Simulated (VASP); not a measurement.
# LiCaF3 (Pmmm) in VASP: single point with PBE

Aim: the single point of LiCaF3 with PBE.

Everything below comes from runs of VASP 6.6.1. Logs are shortened: lines on timing, memory, paths and dates and some standing lists are left out, and cuts for length are marked.

### 1 The cell of the first run

It takes space group Pmmm (No. 47, orthorhombic). The conventional cell has a = 3.691 Å, b = 3.761 Å, c = 3.832 Å, α = 90.00°, β = 90.00°, γ = 90.00°. Li (site symmetry mmm) has 6 F at 1.85 to 1.92 Å within 2.4 Å. Ca (site symmetry mmm) has 12 F at 2.63 to 2.68 Å and 8 Li at 3.26 Å within 3.5 Å. F (site symmetry mmm) has 2 Li at 1.92 Å within 2.5 Å. F (site symmetry mmm) has 2 Li at 1.88 Å within 2.5 Å. Within 2.4 Å of F (site symmetry mmm) lie 2 Li at 1.85 Å.

### 2 Single point, PBE (strain +0.0187 x Voigt [1, -1, 0, 0, 0, 0])

INCAR reads:

```
PREC     = Accurate       # precision mode
ENCUT    = 520            # plane-wave cutoff, eV
EDIFF    = 1E-6           # SCF threshold, eV
ISMEAR   = 0              # smearing method
SIGMA    = 0.05           # smearing width, eV
LREAL    = F              # projectors in reciprocal space
LASPH    = T              # aspherical terms in the spheres
NELM     = 100            # most SCF steps
ALGO     = Normal         # electronic algorithm
ISIF     = 2              # what is computed and relaxed
LWAVE    = F              # write WAVECAR
LCHARG   = F              # write CHGCAR
GGA      = PE             # functional
NBANDS   = 25             # bands
```

KPOINTS reads:

```
Automatic mesh
0
Gamma
  6 6 6
```

POSCAR reads:

```
LiCaF3
1.0
    3.8315792628      0.0000000000      0.0000000000
    0.0000000000      3.6909087372      0.0000000000
    0.0000000000      0.0000000000      3.7612440000
Li Ca F
1 1 3
Direct
    0.5000000000      0.5000000000      0.5000000000
    0.0000000000      0.0000000000      0.0000000000
    0.0000000000      0.5000000000      0.5000000000
    0.5000000000      0.5000000000      0.0000000000
    0.5000000000      0.0000000000      0.5000000000
```

Potentials or basis: VASP PAW PBE potentials, release 64 (Li_sv, Ca_sv, F).

On the command line:

```console
cat potpaw_PBE.64/Li_sv/POTCAR potpaw_PBE.64/Ca_sv/POTCAR potpaw_PBE.64/F/POTCAR > POTCAR
mpirun -np 1 vasp_std > vasp.out
```

OUTCAR:

```text
PREC = Accurate
   ENCUT = 520
   EDIFF = 1E-6
   ISMEAR = 0
   LREAL = F
   LASPH = T
   NELM = 100
   ISIF = 2
   GGA = PE

 ion  position               nearest neighbor table
   1  0.500  0.500  0.500-   5 1.85   5 1.85   4 1.88   4 1.88   3 1.92   3 1.92
   2  0.000  0.000  0.000-
   3  0.000  0.500  0.500-   1 1.92   1 1.92
   4  0.500  0.500  0.000-   1 1.88   1 1.88
   5  0.500  0.000  0.500-   1 1.85   1 1.85

  LATTYP: Found a simple orthorhombic cell.
 ALAT       =     3.6909087372
 B/A-ratio  =     1.0190563538
 C/A-ratio  =     1.0381127076

  Lattice vectors:

 A1 = (   0.0000000000,   3.6909087372,   0.0000000000)
 A2 = (   0.0000000000,   0.0000000000,   3.7612440000)
 A3 = (   3.8315792628,   0.0000000000,   0.0000000000)

Analysis of symmetry for initial positions (statically):
=====================================================================
 Subroutine PRICEL returns:
 Original cell was already a primitive cell.

 Routine SETGRP: Setting up the symmetry group for a
 simple orthorhombic supercell.

 Subroutine GETGRP returns: Found  8 space group operations
 (whereof  8 operations were pure point group operations)
 out of a pool of  8 trial point group operations.

The static configuration has the point symmetry D_2h.

Analysis of symmetry for dynamics (positions and initial velocities):
=====================================================================
 Subroutine PRICEL returns:
 Original cell was already a primitive cell.

 Routine SETGRP: Setting up the symmetry group for a
 simple orthorhombic supercell.

 Subroutine GETGRP returns: Found  8 space group operations
 (whereof  8 operations were pure point group operations)
 out of a pool of  8 trial point group operations.

The dynamic configuration has the point symmetry D_2h.

 Subroutine INISYM returns: Found  8 space group operations
 (whereof  8 operations are pure point group operations),
 and found     1 'primitive' translations

----------------------------------------------------------------------------------------

                                     Primitive cell

  volume of cell :      53.1915

  direct lattice vectors                    reciprocal lattice vectors
     3.831579263  0.000000000  0.000000000     0.260988990  0.000000000  0.000000000
     0.000000000  3.690908737  0.000000000     0.000000000  0.270935987  0.000000000
     0.000000000  0.000000000  3.761244000     0.000000000  0.000000000  0.265869484

  length of vectors
     3.831579263  3.690908737  3.761244000     0.260988990  0.270935987  0.265869484

  position of ions in fractional coordinates (direct lattice)
     0.500000000  0.500000000  0.500000000
     0.000000000  0.000000000  0.000000000
     0.000000000  0.500000000  0.500000000
     0.500000000  0.500000000  0.000000000
     0.500000000  0.000000000  0.500000000

  ion indices of the primitive-cell ions
   primitive index   ion index
                 1           1
                 2           2
                 3           3
                 4           4
                 5           5

----------------------------------------------------------------------------------------

 KPOINTS: Automatic mesh

Automatic generation of k-mesh.
 Grid dimensions read from file:
 generate k-points for:    6    6    6

 Generating k-lattice:

  Cartesian coordinates                     Fractional coordinates (reciprocal lattice)
     0.043498165  0.000000000  0.000000000     0.166666667  0.000000000  0.000000000
     0.000000000  0.045155998  0.000000000     0.000000000  0.166666667  0.000000000
     0.000000000  0.000000000  0.044311581     0.000000000  0.000000000  0.166666667

  Length of vectors
     0.043498165  0.045155998  0.044311581

  Shift w.r.t. Gamma in fractional coordinates (k-lattice)
     0.000000000  0.000000000  0.000000000

 Subroutine IBZKPT returns following result:
 ===========================================

 Found     64 irreducible k-points:

 Following reciprocal coordinates:
            Coordinates               Weight
  0.000000  0.000000  0.000000      1.000000
  0.166667  0.000000  0.000000      2.000000
  0.333333  0.000000  0.000000      2.000000
  0.500000  0.000000  0.000000      1.000000
  0.000000  0.166667  0.000000      2.000000
  0.166667  0.166667  0.000000      4.000000
[... 16 lines left out ...]
  0.333333  0.166667  0.166667      8.000000
  0.500000  0.166667  0.166667      4.000000
 [... further k-points ...]
   k-points           NKPTS =     64   k-points in BZ     NKDIM =     64   number of bands    NBANDS=     25
   number of dos      NEDOS =    301   number of ions     NIONS =      5
   total plane-waves  NPLWV =  21952
   dimension x,y,z NGX =    28 NGY =   28 NGZ =   28
   dimension x,y,z NGXF=    56 NGYF=   56 NGZF=   56
   ions per type =               1   1   3
   NGX,Y,Z   is equivalent  to a cutoff of  12.15, 12.61, 12.38 a.u.
   NGXF,Y,Z  is equivalent  to a cutoff of  24.30, 25.22, 24.75 a.u.
 SYSTEM =  unknown system
   PREC   = accura    normal or accurate (medium, high low for compatibility)
   ISTART =      0    job   : 0-new  1-cont  2-samecut
   ICHARG =      2    charge: 1-file 2-atom 10-const
   ISPIN  =      1    spin polarized calculation?
   LNONCOLLINEAR =      F non collinear calculations
   LSORBIT =      F    spin-orbit coupling
   LASPH  =      T    aspherical Exc in radial PAW
   ENCUT  =  520.0 eV  38.22 Ry    6.18 a.u.   7.12  6.86  6.99*2*pi/ulx,y,z
   NELM   =    100;   NELMIN=  2; NELMDL= -5     # of ELM steps
   EDIFF  = 0.1E-05   stopping-criterion for ELM
   LREAL  =      F    real-space projection
[... 7 lines left out ...]
   TEBEG  =    0.0;   TEEND  =   0.0 temperature during run
   PSTRESS=    0.0 pullay stress
   NELECT =      34.0000    total number of electrons
   NUPDOWN=      -1.0000    fix difference up-down
   EMIN   =  10.00;   EMAX   =-10.00  energy-range for DOS
   EFERMI =   0.00;   METHOD = LEGACY
   ISMEAR =     0;   SIGMA  =   0.05  broadening in eV -4-tet -1-fermi 0-gaus
   EFERMI_NEDOS =   21; number of points for ismear=-14 and -15
   IALGO  =     38    algorithm
   IMIX   =      4    mixing-type and parameters
     AMIX     =   0.40;   BMIX     =  1.00
     AMIX_MAG =   1.60;   BMIX_MAG =  1.00
  volume/ion in A,a.u.               =      10.64        71.79
  Fermi-wavevector in a.u.,A,eV,Ry     =   1.410220  2.664930 27.058192  1.988721
  Thomas-Fermi vector in A             =   2.532196
   LORBIT       =      0    0 simple, 1 ext, 2 COOP (PROOUT), +10 PAW based schemes
   GGA     = PE    functional components
   LHFCALC =     F    Hartree Fock is set to
   AEXX    =    0.0000 exact exchange contribution
   IVDW    =     0    specifies the selected vdW correction
   LEPSILON=     F    determine dielectric tensor
   LRPA    =     F    only Hartree local field effects (RPA)
 non-spin polarized calculation
 Gauss-broadening in eV      SIGMA  =   0.05
  energy-cutoff  :      520.00
  volume of cell :       53.19
 maximum number of plane-waves:      1448
   NGX = 15   NGY = 13   NGZ = 13

 number of electron      33.9999977 magnetization

 Free energy of the ion-electron system (eV)
  ---------------------------------------------------
  ext. energy  EPLUGINS =         0.00000000
  ---------------------------------------------------
  free energy    TOTEN  =       -26.07397499 eV

  energy without entropy =      -26.07397499  energy(sigma->0) =      -26.07397499

 E-fermi :   0.4417     XC(G=0): -10.2734

 val. band max:        0.2216718619   @ k =   0.5000   0.5000   0.5000
 cond. band min:       6.4305742129   @ k =   0.0000   0.0000   0.0000
 fundamental gap:      6.2089023510
 Fermi energy:         0.4416825943

 k-point     1 :       0.0000    0.0000    0.0000
  band No.  band energies     occupation
      1     -40.1090      2.00000
      2     -37.7097      2.00000
      3     -20.2141      2.00000
      4     -19.3628      2.00000
      5     -19.1969      2.00000
      6     -18.6270      2.00000
[... 17 lines left out ...]
     24      17.2245      0.00000
     25      17.6076      0.00000

 k-point     2 :       0.1667    0.0000    0.0000
  band No.  band energies     occupation
      1     -40.1083      2.00000
      2     -37.7079      2.00000
      3     -20.2191      2.00000
      4     -19.4892      2.00000
      5     -19.1983      2.00000
      6     -18.6235      2.00000
[... 17 lines left out ...]
     24      15.8293      0.00000
     25      17.5492      0.00000

 k-point     3 :       0.3333    0.0000    0.0000
  band No.  band energies     occupation
      1     -40.1068      2.00000
      2     -37.7044      2.00000
      3     -20.2269      2.00000
      4     -19.6863      2.00000
      5     -19.1933      2.00000
      6     -18.6166      2.00000
[... 17 lines left out ...]
     24      13.4538      0.00000
     25      17.4017      0.00000

 k-point     4 :       0.5000    0.0000    0.0000
  band No.  band energies     occupation
      1     -40.1061      2.00000
      2     -37.7026      2.00000
      3     -20.2292      2.00000
      4     -19.7702      2.00000
      5     -19.1899      2.00000
      6     -18.6131      2.00000
[... 17 lines left out ...]
     24      11.0965      0.00000
     25      17.3079      0.00000
[... 477 lines left out ...]
 k-point    22 :       0.1667    0.1667    0.1667
  band No.  band energies     occupation
      1     -40.1062      2.00000
      2     -37.7030      2.00000
      3     -20.2160      2.00000
      4     -19.5239      2.00000
      5     -19.3757      2.00000
      6     -18.5633      2.00000
[... 17 lines left out ...]
     24      15.7891      0.00000
     25      16.0294      0.00000

 k-point    23 :       0.3333    0.1667    0.1667
  band No.  band energies     occupation
      1     -40.1048      2.00000
      2     -37.6995      2.00000
      3     -20.1613      2.00000
      4     -19.7416      2.00000
      5     -19.3264      2.00000
      6     -18.6130      2.00000
[... 17 lines left out ...]
     24      13.6707      0.00000
     25      15.9275      0.00000

 k-point    24 :       0.5000    0.1667    0.1667
  band No.  band energies     occupation
      1     -40.1041      2.00000
      2     -37.6977      2.00000
      3     -20.1063      2.00000
      4     -19.8686      2.00000
      5     -19.2960      2.00000
      6     -18.6415      2.00000
[... 17 lines left out ...]
     24      11.9054      0.00000
     25      15.8091      0.00000

 [... further k-points ...]

------------------------ aborting loop because EDIFF is reached ----------------------------------------

  FORCE on cell =-STRESS in cart. coord.  units (eV):
  Direction    XX          YY          ZZ          XY          YZ          ZX
  --------------------------------------------------------------------------------------
  -------------------------------------------------------------------------------------
  Total       -0.7556175      0.7827746     -0.0097105      0.0000000      0.0000000      0.0000000
  in kB      -22.7598782     23.5778762     -0.2924878      0.0000000      0.0000000      0.0000000
  external PRESSURE =       0.1751701 kB  Pullay stress =       0.0000000 kB

 VOLUME and BASIS-vectors are now :
 -----------------------------------------------------------------------------
  energy-cutoff  :      520.00
  volume of cell :       53.19
      direct lattice vectors                 reciprocal lattice vectors
     3.831579263  0.000000000  0.000000000     0.260988990  0.000000000  0.000000000
     0.000000000  3.690908737  0.000000000     0.000000000  0.270935987  0.000000000
     0.000000000  0.000000000  3.761244000     0.000000000  0.000000000  0.265869484

 POSITION                                       TOTAL-FORCE (eV/Angst)
 -----------------------------------------------------------------------------------
      1.91579      1.84545      1.88062         0.000000      0.000000      0.000000
      0.00000      0.00000      0.00000         0.000000      0.000000      0.000000
      0.00000      1.84545      1.88062         0.000000      0.000000      0.000000
      1.91579      1.84545      0.00000         0.000000      0.000000      0.000000
      1.91579      0.00000      1.88062         0.000000      0.000000      0.000000
 -----------------------------------------------------------------------------------
    total drift:                                0.000000      0.000000      0.000000

  FREE ENERGIE OF THE ION-ELECTRON SYSTEM (eV)
  ---------------------------------------------------
  free  energy   TOTEN  =       -26.0739749887 eV

  energy  without entropy=      -26.0739749887  energy(sigma->0) =      -26.07397499
```

Run time: 57 s. Hardware: 1 thread of Intel Xeon Platinum 8259CL at 2.50GHz (Skylake/Cascade Lake), shared host; peak memory 0.21 GiB.

What came out:

| Property | Result |
| --- | --- |
| Free energy | -26.0740 eV |
| Band gap on the k mesh | 6.21 eV (least direct gap 6.42 eV) |

Caveat: the cell differs from its parent crystal (strain +0.0187 x Voigt [1, -1, 0, 0, 0, 0]); the cutoff is under 1.25 times the usual one of these potentials, so pressure, stress and relaxed cells hold a basis-set (Pulay) error. A k mesh can miss the band edges.
